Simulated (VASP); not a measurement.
# MgO (NiAs type) (P6_3/mmc) in VASP: further runs

Runs on MgO (NiAs type). Level: PBE. Tasks: single point, relaxation of cell and atoms.

Everything below comes from runs of VASP 6.6.1. Logs are shortened: lines on timing, memory, paths and dates and some standing lists are left out, and cuts for length are marked.

## Step 1: The cell of the first run

It takes space group P6_3/mmc (No. 194, hexagonal). Conventional cell: a = 2.499 Å, b = 2.499 Å, c = 4.442 Å, α = 90.00°, β = 90.00°, γ = 120.00°. Within 2.4 Å of Mg (site symmetry -3m) lie 6 O at 1.82 Å and 2 Mg at 2.22 Å. O (site symmetry -6m2) has 6 Mg at 1.82 Å within 2.4 Å.

## Step 2: Single point, PBE

File INCAR:

```
SYSTEM = MgO
PREC = Accurate ; ENCUT = 520
EDIFF = 1E-6 ; ISMEAR = -1
SIGMA = 0.08 ; LREAL = .FALSE.
LASPH = .TRUE. ; NELM = 80
ALGO = Normal ; ISIF = 2
LWAVE = .FALSE. ; LCHARG = .FALSE.
GGA = PE ; NBANDS = 16
```

File KPOINTS:

```
Automatic mesh
0
G
  12 12 7
  0 0 0
```

File POSCAR:

```
MgO
1.0
    2.4990245597      0.0000000000      0.0000000000
   -1.2495122799      2.1642187534      0.0000000000
    0.0000000000      0.0000000000      4.4420457232
Mg O
2 2
Direct
    0.0000000000      0.0000000000      0.0000000000
    0.0000000000      0.0000000000      0.5000000000
    0.3333333333      0.6666666667      0.2500000000
    0.6666666667      0.3333333333      0.7500000000
```

Potentials or basis: VASP PAW PBE potentials, release 64 (Mg, O).

Command:

```console
$ cat potpaw_PBE.64/Mg/POTCAR potpaw_PBE.64/O/POTCAR > POTCAR
$ mpirun -np 1 vasp_std > vasp.out
```

OUTCAR:

```text
SYSTEM = MgO
   PREC = Accurate
   ENCUT = 520
   EDIFF = 1E-6
   ISMEAR = -1
   LREAL = .FALSE.
   LASPH = .TRUE.
   NELM = 80
   ISIF = 2
   GGA = PE

 ion  position               nearest neighbor table
   1  0.000  0.000  0.000-   3 1.82   4 1.82   4 1.82   3 1.82   4 1.82   3 1.82   2 2.22   2 2.22
                             2 3.34   2 3.34   2 3.34   2 3.34   2 3.34   2 3.34   2 3.34   2 3.34
   2  0.000  0.000  0.500-   3 1.82   4 1.82   4 1.82   3 1.82   4 1.82   3 1.82   1 2.22   1 2.22
                             1 3.34   1 3.34   1 3.34   1 3.34   1 3.34   1 3.34   1 3.34   1 3.34
   3  0.333  0.667  0.250-   1 1.82   2 1.82   1 1.82   2 1.82   1 1.82   2 1.82
   4  0.667  0.333  0.750-   1 1.82   2 1.82   1 1.82   2 1.82   1 1.82   2 1.82

  LATTYP: Found a hexagonal cell.
 ALAT       =     2.4990245597
 C/A-ratio  =     1.7775118319

  Lattice vectors:

 A1 = (   2.4990245597,   0.0000000000,   0.0000000000)
 A2 = (  -1.2495122799,   2.1642187534,   0.0000000000)
 A3 = (   0.0000000000,   0.0000000000,   4.4420457232)

Analysis of symmetry for initial positions (statically):
=====================================================================
 Subroutine PRICEL returns:
 Original cell was already a primitive cell.

 Routine SETGRP: Setting up the symmetry group for a
 hexagonal supercell.

 Subroutine GETGRP returns: Found 24 space group operations
 (whereof 12 operations were pure point group operations)
 out of a pool of 24 trial point group operations.

The static configuration has the point symmetry D_3d.
 The point group associated with its full space group is D_6h.

Analysis of symmetry for dynamics (positions and initial velocities):
=====================================================================
 Subroutine PRICEL returns:
 Original cell was already a primitive cell.

 Routine SETGRP: Setting up the symmetry group for a
 hexagonal supercell.

 Subroutine GETGRP returns: Found 24 space group operations
 (whereof 12 operations were pure point group operations)
 out of a pool of 24 trial point group operations.

The dynamic configuration has the point symmetry D_3d.
 The point group associated with its full space group is D_6h.

 Subroutine INISYM returns: Found 24 space group operations
 (whereof 12 operations are pure point group operations),
 and found     1 'primitive' translations

----------------------------------------------------------------------------------------

                                     Primitive cell

  volume of cell :      24.0245

  direct lattice vectors                    reciprocal lattice vectors
     2.499024560  0.000000000  0.000000000     0.400156131  0.231030250  0.000000000
    -1.249512280  2.164218753  0.000000000     0.000000000  0.462060500  0.000000000
     0.000000000  0.000000000  4.442045723     0.000000000  0.000000000  0.225121501

  length of vectors
     2.499024560  2.499024560  4.442045723     0.462060500  0.462060500  0.225121501

  position of ions in fractional coordinates (direct lattice)
     0.000000000  0.000000000  0.000000000
     0.000000000  0.000000000  0.500000000
     0.333333333  0.666666667  0.250000000
     0.666666667  0.333333333  0.750000000

  ion indices of the primitive-cell ions
   primitive index   ion index
                 1           1
                 2           2
                 3           3
                 4           4

----------------------------------------------------------------------------------------

 KPOINTS: Automatic mesh

Automatic generation of k-mesh.
 Grid dimensions read from file:
 generate k-points for:   12   12    7

 Generating k-lattice:

  Cartesian coordinates                     Fractional coordinates (reciprocal lattice)
     0.033346344  0.019252521  0.000000000     0.083333333  0.000000000  0.000000000
     0.000000000  0.038505042  0.000000000     0.000000000  0.083333333  0.000000000
     0.000000000  0.000000000  0.032160214     0.000000000  0.000000000  0.142857143

  Length of vectors
     0.038505042  0.038505042  0.032160214

  Shift w.r.t. Gamma in fractional coordinates (k-lattice)
     0.000000000  0.000000000  0.000000000

 Subroutine IBZKPT returns following result:
 ===========================================

 Found     76 irreducible k-points:

 Following reciprocal coordinates:
            Coordinates               Weight
  0.000000  0.000000  0.000000      1.000000
  0.083333 -0.000000  0.000000      6.000000
  0.166667 -0.000000  0.000000      6.000000
  0.250000  0.000000  0.000000      6.000000
  0.333333 -0.000000  0.000000      6.000000
  0.416667 -0.000000  0.000000      6.000000
[... 16 lines left out ...]
  0.250000  0.000000  0.142857     12.000000
  0.333333 -0.000000  0.142857     12.000000
 [... further k-points ...]
   k-points           NKPTS =     76   k-points in BZ     NKDIM =     76   number of bands    NBANDS=     16
   number of dos      NEDOS =    301   number of ions     NIONS =      4
   total plane-waves  NPLWV =  14400
   dimension x,y,z NGX =    20 NGY =   20 NGZ =   36
   dimension x,y,z NGXF=    40 NGYF=   40 NGZF=   72
   ions per type =               2   2
   NGX,Y,Z   is equivalent  to a cutoff of  13.30, 13.30, 13.47 a.u.
   NGXF,Y,Z  is equivalent  to a cutoff of  26.61, 26.61, 26.95 a.u.
 SYSTEM =  MgO
   PREC   = accura    normal or accurate (medium, high low for compatibility)
   ISTART =      0    job   : 0-new  1-cont  2-samecut
   ICHARG =      2    charge: 1-file 2-atom 10-const
   ISPIN  =      1    spin polarized calculation?
   LNONCOLLINEAR =      F non collinear calculations
   LSORBIT =      F    spin-orbit coupling
   LASPH  =      T    aspherical Exc in radial PAW
   ENCUT  =  520.0 eV  38.22 Ry    6.18 a.u.   4.65  4.65  8.26*2*pi/ulx,y,z
   NELM   =     80;   NELMIN=  2; NELMDL= -5     # of ELM steps
   EDIFF  = 0.1E-05   stopping-criterion for ELM
   LREAL  =      F    real-space projection
   EDIFFG = 0.1E-04   stopping-criterion for IOM
   NSW    =      0    number of steps for IOM
   IBRION =     -1    ionic relax: 0-MD 1-quasi-New 2-CG
   NFREE  =      0    steps in history (QN), initial steepest desc. (CG)
   ISIF   =      2    stress and relaxation
   ISYM   =      2    0-nonsym 1-usesym 2-fastsym
   POTIM  = 0.5000    time-step for ionic-motion
   TEBEG  =    0.0;   TEEND  =   0.0 temperature during run
   PSTRESS=    0.0 pullay stress
   NELECT =      16.0000    total number of electrons
   NUPDOWN=      -1.0000    fix difference up-down
   EMIN   =  10.00;   EMAX   =-10.00  energy-range for DOS
   EFERMI =   0.00;   METHOD = LEGACY
   ISMEAR =    -1;   SIGMA  =   0.08  broadening in eV -4-tet -1-fermi 0-gaus
   EFERMI_NEDOS =   21; number of points for ismear=-14 and -15
   IALGO  =     38    algorithm
   IMIX   =      4    mixing-type and parameters
     AMIX     =   0.40;   BMIX     =  1.00
     AMIX_MAG =   1.60;   BMIX_MAG =  1.00
  volume/ion in A,a.u.               =       6.01        40.53
  Fermi-wavevector in a.u.,A,eV,Ry     =   1.429651  2.701648 27.808961  2.043901
  Thomas-Fermi vector in A             =   2.549581
   LORBIT       =      0    0 simple, 1 ext, 2 COOP (PROOUT), +10 PAW based schemes
   GGA     = PE    functional components
   LHFCALC =     F    Hartree Fock is set to
   AEXX    =    0.0000 exact exchange contribution
   IVDW    =     0    specifies the selected vdW correction
   LEPSILON=     F    determine dielectric tensor
   LRPA    =     F    only Hartree local field effects (RPA)
 non-spin polarized calculation
  energy-cutoff  :      520.00
  volume of cell :       24.02
 maximum number of plane-waves:       665
 NGX is ok and might be reduce to    20
   NGX =  9   NGY =  9   NGZ = 17

 number of electron      15.9999993 magnetization

 Free energy of the ion-electron system (eV)
  ---------------------------------------------------
  ext. energy  EPLUGINS =         0.00000000
  ---------------------------------------------------
  free energy    TOTEN  =       -17.30030569 eV

  energy without entropy =      -17.30030569  energy(sigma->0) =      -17.30030569

 E-fermi :   9.3865     XC(G=0): -13.3560

 val. band max:        7.8433175754   @ k =   0.0000   0.0000   0.0000
 cond. band min:      17.4849051057   @ k =   0.0000   0.0000   0.0000
 fundamental gap:      9.6415875303
 Fermi energy:         9.3864839908

 k-point     1 :       0.0000    0.0000    0.0000
  band No.  band energies     occupation
      1     -12.6687      2.00000
      2     -10.3101      2.00000
      3       0.3102      2.00000
      4       6.7573      2.00000
      5       6.7573      2.00000
      6       6.8519      2.00000
[... 8 lines left out ...]
     15      29.6633      0.00000
     16      29.6633      0.00000

 k-point     2 :       0.0833   -0.0000    0.0000
  band No.  band energies     occupation
      1     -12.5306      2.00000
      2     -10.2473      2.00000
      3       0.4651      2.00000
      4       6.3382      2.00000
      5       6.6942      2.00000
      6       6.7864      2.00000
[... 8 lines left out ...]
     15      28.3170      0.00000
     16      29.6340      0.00000

 k-point     3 :       0.1667   -0.0000    0.0000
  band No.  band energies     occupation
      1     -12.1322      2.00000
      2     -10.0721      2.00000
      3       0.9112      2.00000
      4       5.2682      2.00000
      5       6.0649      2.00000
      6       6.5278      2.00000
[... 8 lines left out ...]
     15      29.4926      0.00000
     16      29.5594      0.00000

 k-point     4 :       0.2500    0.0000    0.0000
  band No.  band energies     occupation
      1     -11.5241      2.00000
      2      -9.8248      2.00000
      3       1.5932      2.00000
      4       3.8649      2.00000
      5       4.6122      2.00000
      6       6.2655      2.00000
[... 8 lines left out ...]
     15      29.4682      0.00000
     16      30.2865      0.00000

 k-point     5 :       0.3333   -0.0000    0.0000
  band No.  band energies     occupation
      1     -10.8024      2.00000
      2      -9.5832      2.00000
      3       2.4191      2.00000
      4       2.4261      2.00000
      5       3.3885      2.00000
      6       5.8184      2.00000
[... 8 lines left out ...]
     15      29.3872      0.00000
     16      31.6097      0.00000

 k-point     6 :       0.4167   -0.0000    0.0000
  band No.  band energies     occupation
      1     -10.1200      2.00000
      2      -9.4671      2.00000
      3       1.3304      2.00000
      4       2.5776      2.00000
      5       3.2481      2.00000
      6       5.2832      2.00000
[... 8 lines left out ...]
     15      29.3333      0.00000
     16      32.9468      0.00000
[... 267 lines left out ...]
 k-point    21 :       0.0833   -0.0000    0.1429
  band No.  band energies     occupation
      1     -12.4408      2.00000
      2     -10.3961      2.00000
      3       0.7523      2.00000
      4       6.3346      2.00000
      5       6.3904      2.00000
      6       6.7412      2.00000
[... 8 lines left out ...]
     15      28.3393      0.00000
     16      29.3644      0.00000

 k-point    22 :       0.1667   -0.0000    0.1429
  band No.  band energies     occupation
      1     -12.0492      2.00000
      2     -10.2021      2.00000
      3       1.1552      2.00000
      4       5.3324      2.00000
      5       5.7216      2.00000
      6       6.5691      2.00000
[... 8 lines left out ...]
     15      29.4627      0.00000
     16      29.5656      0.00000

 k-point    23 :       0.2500    0.0000    0.1429
  band No.  band energies     occupation
      1     -11.4527      2.00000
      2      -9.9263      2.00000
      3       1.7368      2.00000
      4       3.9639      2.00000
      5       4.4476      2.00000
      6       6.2010      2.00000
[... 8 lines left out ...]
     15      29.5870      0.00000
     16      30.7972      0.00000

 k-point    24 :       0.3333   -0.0000    0.1429
  band No.  band energies     occupation
      1     -10.7476      2.00000
      2      -9.6502      2.00000
      3       2.0526      2.00000
      4       2.8428      2.00000
      5       3.3977      2.00000
      6       5.8183      2.00000
[... 8 lines left out ...]
     15      29.5644      0.00000
     16      31.8982      0.00000

 [... further k-points ...]
[... 5 lines left out ...]
  --------------------------------------------------------------------------------------
  -------------------------------------------------------------------------------------
  Total       28.9654814     28.9654814     29.0190479     -0.0000000      0.0000000      0.0000000
  in kB     1931.6864251   1931.6864252   1935.2587401     -0.0000000      0.0000000      0.0000000
  external PRESSURE =    1932.8771968 kB  Pullay stress =       0.0000000 kB

 VOLUME and BASIS-vectors are now :
 -----------------------------------------------------------------------------
  energy-cutoff  :      520.00
  volume of cell :       24.02
      direct lattice vectors                 reciprocal lattice vectors
     2.499024560  0.000000000  0.000000000     0.400156131  0.231030250  0.000000000
    -1.249512280  2.164218753  0.000000000     0.000000000  0.462060500  0.000000000
     0.000000000  0.000000000  4.442045723     0.000000000  0.000000000  0.225121501

 POSITION                                       TOTAL-FORCE (eV/Angst)
 -----------------------------------------------------------------------------------
      0.00000      0.00000      0.00000        -0.000000      0.000000      0.000000
      0.00000      0.00000      2.22102        -0.000000      0.000000      0.000000
     -0.00000      1.44281      1.11051        -0.000000     -0.000000      0.000000
      1.24951      0.72141      3.33153         0.000000      0.000000      0.000000
 -----------------------------------------------------------------------------------
    total drift:                                0.000000     -0.000000      0.000000

  FREE ENERGIE OF THE ION-ELECTRON SYSTEM (eV)
  ---------------------------------------------------
  free  energy   TOTEN  =       -17.3003056915 eV

  energy  without entropy=      -17.3003056914  energy(sigma->0) =      -17.30030569
```

Wall time 19 s (1 thread of Intel Xeon 6975P-C, shared host); peak memory 0.16 GiB.

Results:

```yaml
Free_energy: -17.3003 eV
Pressure: 193.3 GPa
Band_gap_on_the_k_mesh: 9.64 eV, direct
```

Levels at points of the mesh, in eV from the valence-band top:
| k point | band 5 | band 6 | band 7 | band 8 | band 9 | band 10 | band 11 | band 12 |
| --- | --- | --- | --- | --- | --- | --- | --- | --- |
| (0.00, 0.00, 0.00) | -1.09 | -0.99 | 0.00 | 0.00 | 9.64 | 11.82 | 14.70 | 17.34 |
| (0.50, 0.00, 0.00) | -4.12 | -2.92 | -1.90 | -1.54 | 10.65 | 12.15 | 13.45 | 16.24 |

A k mesh can miss the band edges. A hybrid or GW would open this gap; PBE tends to underestimate it.

[end of part 1 of 2]
